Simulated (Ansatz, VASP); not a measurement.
# SrW: VASP beside Ansatz

```
Sr W
1.0
     1.52831    0.88237    5.62902
    -1.52831    0.88237    5.62902
     0.00000   -1.76474    5.62902
Sr W
1 1
Direct
  0.50000 0.50000 0.50000
  0.00000 0.00000 0.00000
```

Alike in both runs: functional PBE; k mesh 24 × 24 × 24; occupations gaussian, width 0.1 eV; no spin polarisation.

Ansatz relaxed the structure, and its values are those at the end. VASP's run is a single point on that final structure, the one shown.

```csv
,VASP,Ansatz
version,VASP 6.6.1,Ansatz 0.2.0
potentials or method,"VASP PAW PBE potentials, release 64 (Sr_sv, W_sv), cutoff 520 eV","scalar-relativistic, plane waves, PAW"
valence electrons in the cell,24,24
```

```tsv
	VASP	Ansatz	Ansatz less VASP
gap on the k mesh at the Fermi level (eV)	none	none	-
pressure (GPa)	0.3	0.0	-0.35
```

A gap of «none» marks a metal or a gap that the smearing closes.

Spin-orbit coupling is off throughout.
